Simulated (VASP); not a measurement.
Input of a VASP 6.6.1 run:

Contents of POSCAR:

```
SnTe
1.0
    0.0000000000      3.6111460000      3.6111460000
    3.6111460000      0.0000000000      3.6111460000
    3.6111460000      3.6111460000      0.0000000000
Te Sn
1 1
Direct
    0.2500000000      0.2500000000      0.2500000000
    0.0000000000      0.0000000000      0.0000000000
```

The input INCAR.step1:

```
PREC = Accurate
ENCUT = 600
ISMEAR = -1
SIGMA = 0.05
LREAL = False
LASPH = True
NELM = 100
GGA = PE
ALGO = Normal
EDIFF = 1E-4
LWAVE = True
LCHARG = False
```

File INCAR.step2:

```
PREC = Accurate
ENCUT = 600
EDIFF = 1E-6
ISMEAR = -1
SIGMA = 0.05
LREAL = False
LASPH = True
NELM = 100
ALGO = Normal
ISIF = 3
LWAVE = False
LCHARG = False
METAGGA = R2SCAN
LMIXTAU = True
IBRION = 2
NSW = 60
EDIFFG = -0.01
ISTART = 1
```

Contents of KPOINTS:

```
regular mesh
0
Gamma
  7 7 7
```

Potentials or basis: VASP PAW PBE potentials, release 64 (Te, Sn_d).

Command:

```console
$ cat potpaw_PBE.64/Te/POTCAR potpaw_PBE.64/Sn_d/POTCAR > POTCAR
$ cp INCAR.step1 INCAR
$ mpirun -np 1 vasp_std > vasp.out
$ cp INCAR.step2 INCAR
$ mpirun -np 1 vasp_std > vasp.out
```

Problem. Predict the band gap on the k mesh.

Solution. 0.34 eV, indirect (least direct gap 0.90 eV).

Problem. Predict the relaxed volume.

Solution. 46.03 Å³/atom.

Problem. Predict the space group after relaxing (to 0.05 Å).

Solution. F-43m (No. 216).

The path:
```
step  energy change (eV)  largest force (eV/Å)  pressure (GPa)  volume (Å³)
   1              0.0000                0.0000           -0.57        94.18
   2             -0.0039                0.0000            0.05        91.92
   3             -0.0039                0.0000            0.00        92.07
```

Caveat: the PAW data sets were made with another functional, which shifts forces and pressure a little; spin-orbit coupling is left out, which moves the levels of the heavy elements. A k mesh can miss the band edges.
